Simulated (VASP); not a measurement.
# Cd (P6_3/mmc) in VASP: a series of runs, part 2 of 2

VASP 6.6.1. The steps go on from the part before.

## 5. Single point, LDA

INCAR

```
SYSTEM = Cd
ALGO = Normal
EDIFF = 1E-7
ENCUT = 520
GGA = CA
ISIF = 2
ISMEAR = 0
LASPH = .TRUE.
LCHARG = .FALSE.
LREAL = .FALSE.
LWAVE = .FALSE.
NBANDS = 19
NELM = 60
PREC = Accurate
SIGMA = 0.03
```

KPOINTS

```
k-points
0
G
  13 13 6
  0 0 0
```

POSCAR

```
Cd
1.0
    2.8818641727      0.0000000000      0.0000000000
   -1.4409320863      2.4957675838      0.0000000000
    0.0000000000      0.0000000000      5.6383707528
Cd
2
Direct
    0.3333333333      0.6666666667      0.2500000000
    0.6666666667      0.3333333333      0.7500000000
```

Potentials or basis: VASP PAW LDA potentials, release 64 (Cd).

On the command line:

```console
$ cat potpaw_LDA.64/Cd/POTCAR > POTCAR
$ mpirun -np 1 vasp_std > vasp.out
```

OUTCAR:

```text
SYSTEM = Cd
   EDIFF = 1E-7
   ENCUT = 520
   GGA = CA
   ISIF = 2
   ISMEAR = 0
   LASPH = .TRUE.
   LREAL = .FALSE.
   NELM = 60
   PREC = Accurate

 ion  position               nearest neighbor table
   1  0.333  0.667  0.250-   2 3.27   2 3.27   2 3.27   2 3.27   2 3.27   2 3.27
   2  0.667  0.333  0.750-   1 3.27   1 3.27   1 3.27   1 3.27   1 3.27   1 3.27

  LATTYP: Found a hexagonal cell.
 ALAT       =     2.8818641727
 C/A-ratio  =     1.9565012141

  Lattice vectors:

 A1 = (   2.8818641727,   0.0000000000,   0.0000000000)
 A2 = (  -1.4409320863,   2.4957675838,   0.0000000000)
 A3 = (   0.0000000000,   0.0000000000,   5.6383707528)

Analysis of symmetry for initial positions (statically):
=====================================================================
 Subroutine PRICEL returns:
 Original cell was already a primitive cell.

 Routine SETGRP: Setting up the symmetry group for a
 hexagonal supercell.

 Subroutine GETGRP returns: Found 24 space group operations
 (whereof 12 operations were pure point group operations)
 out of a pool of 24 trial point group operations.

The static configuration has the point symmetry D_3d.
 The point group associated with its full space group is D_6h.

Analysis of symmetry for dynamics (positions and initial velocities):
=====================================================================
 Subroutine PRICEL returns:
 Original cell was already a primitive cell.

 Routine SETGRP: Setting up the symmetry group for a
 hexagonal supercell.

 Subroutine GETGRP returns: Found 24 space group operations
 (whereof 12 operations were pure point group operations)
 out of a pool of 24 trial point group operations.

The dynamic configuration has the point symmetry D_3d.
 The point group associated with its full space group is D_6h.

 Subroutine INISYM returns: Found 24 space group operations
 (whereof 12 operations are pure point group operations),
 and found     1 'primitive' translations

[... 111 lines left out ...]
   IALGO  =     38    algorithm
   IMIX   =      4    mixing-type and parameters
     AMIX     =   0.40;   BMIX     =  1.00
     AMIX_MAG =   1.60;   BMIX_MAG =  1.00
  volume/ion in A,a.u.               =      20.28       136.84
  Fermi-wavevector in a.u.,A,eV,Ry     =   1.374469  2.597369 25.703635  1.889164
  Thomas-Fermi vector in A             =   2.499892
   LORBIT       =      0    0 simple, 1 ext, 2 COOP (PROOUT), +10 PAW based schemes
   GGA     = CA    functional components
   LHFCALC =     F    Hartree Fock is set to
   AEXX    =    0.0000 exact exchange contribution
   IVDW    =     0    specifies the selected vdW correction
   LEPSILON=     F    determine dielectric tensor
   LRPA    =     F    only Hartree local field effects (RPA)
 non-spin polarized calculation
 Gauss-broadening in eV      SIGMA  =   0.03
  energy-cutoff  :      520.00
  volume of cell :       40.55
 maximum number of plane-waves:      1136
 NGX is ok and might be reduce to    24
   NGX = 11   NGY = 11   NGZ = 21

 number of electron      23.9999994 magnetization

 Free energy of the ion-electron system (eV)
  ---------------------------------------------------
  ext. energy  EPLUGINS =         0.00000000
  ---------------------------------------------------
  free energy    TOTEN  =        -3.03893768 eV

  energy without entropy =       -3.03883575  energy(sigma->0) =       -3.03888672

 E-fermi :   3.0925     XC(G=0): -11.6950

 val. band max:        2.9513141055   @ k =   0.1538   0.0769   0.1667
 cond. band min:       3.0926401087   @ k =   0.3077  -0.0000   0.0000
 fundamental gap:      0.1413260032
 Fermi energy:         3.0925276000

 k-point     1 :       0.0000    0.0000    0.0000
  band No.  band energies     occupation
      1      -7.0201      2.00000
      2      -6.7931      2.00000
      3      -6.2183      2.00000
      4      -6.2183      2.00000
      5      -6.1689      2.00000
      6      -6.1689      2.00000
[... 505 lines left out ...]
      6      -5.9276      2.00000
[... 11 lines left out ...]
     18      18.0271      0.00000
     19      19.3933      0.00000

 [... further k-points ...]

------------------------ aborting loop because EDIFF is reached ----------------------------------------

  FORCE on cell =-STRESS in cart. coord.  units (eV):
  Direction    XX          YY          ZZ          XY          YZ          ZX
  --------------------------------------------------------------------------------------
  -------------------------------------------------------------------------------------
  Total        0.5063149      0.5063149     -0.4322956      0.0000000      0.0000000      0.0000000
  in kB       20.0032260     20.0032260    -17.0789090      0.0000000      0.0000000      0.0000000
  external PRESSURE =       7.6425144 kB  Pullay stress =       0.0000000 kB

 VOLUME and BASIS-vectors are now :
 -----------------------------------------------------------------------------
  energy-cutoff  :      520.00
  volume of cell :       40.55
      direct lattice vectors                 reciprocal lattice vectors
     2.881864173  0.000000000  0.000000000     0.346997617  0.200339167  0.000000000
    -1.440932086  2.495767584  0.000000000     0.000000000  0.400678335  0.000000000
     0.000000000  0.000000000  5.638370753     0.000000000  0.000000000  0.177356198

 POSITION                                       TOTAL-FORCE (eV/Angst)
 -----------------------------------------------------------------------------------
     -0.00000      1.66385      1.40959        -0.000000     -0.000000      0.000000
      1.44093      0.83192      4.22878         0.000000      0.000000      0.000000
 -----------------------------------------------------------------------------------
    total drift:                               -0.000000      0.000000      0.000000

  FREE ENERGIE OF THE ION-ELECTRON SYSTEM (eV)
  ---------------------------------------------------
  free  energy   TOTEN  =        -3.0389376812 eV

  energy  without entropy=       -3.0388357500  energy(sigma->0) =       -3.03888672
```

OSZICAR:

```text
N       E                     dE             d eps       ncg     rms          rms(c)
DAV:   1     0.182250280430E+03    0.18225E+03   -0.13286E+04  3200   0.129E+03
DAV:   2     0.928083591812E+00   -0.18132E+03   -0.17425E+03  3273   0.341E+02
DAV:   3    -0.320565607002E+01   -0.41337E+01   -0.41255E+01  3682   0.594E+01
DAV:   4    -0.321387620987E+01   -0.82201E-02   -0.82196E-02  3516   0.247E+00
DAV:   5    -0.321390184090E+01   -0.25631E-04   -0.25631E-04  3562   0.137E-01    0.553E+00
DAV:   6    -0.305907127358E+01    0.15483E+00   -0.31916E-01  3522   0.717E+00    0.420E+00
DAV:   7    -0.304134013171E+01    0.17731E-01   -0.32597E-02  3566   0.167E+00    0.181E+00
DAV:   8    -0.303892143572E+01    0.24187E-02   -0.43776E-03  3364   0.855E-01    0.962E-02
DAV:   9    -0.303893062317E+01   -0.91875E-05   -0.19737E-05  3627   0.491E-02    0.389E-02
DAV:  10    -0.303893769959E+01   -0.70764E-05   -0.58603E-06  3462   0.267E-02    0.319E-03
DAV:  11    -0.303893768117E+01    0.18422E-07   -0.88795E-08  2689   0.295E-03
   1 F= -.30389377E+01 E0= -.30388867E+01  d E =-.101931E-03
```

It took 49 s on 1 thread of Intel Xeon 8259CL, shared host; peak memory 0.18 GiB.

Results:

* Free energy: -3.0389 eV
* Pressure: 0.8 GPa
* Band gap on the k mesh: zero (bands 12 and 13 overlap by 4.69 eV)

## 6. Overview

```tsv
smearing	gap on the mesh (eV)	pressure (GPa)
fermi-dirac 0.6 eV	none	2.5
fermi-dirac 1 eV	none	5.1
gaussian 0.01 eV	none	0.8
gaussian 0.03 eV	none	0.8
```

Alike in all rows: task single point; level LDA; potentials or basis VASP PAW LDA potentials, release 64 (Cd); no spin polarisation; cell as given; k mesh 13 × 13 × 6; cutoff (eV) 520.

Caveats: so wide a smearing shifts energies and pressures (at least some runs); the cell stands under pressure (at least some runs).

Total energies depend on the potentials used, so only differences within one code and one set of settings carry meaning.
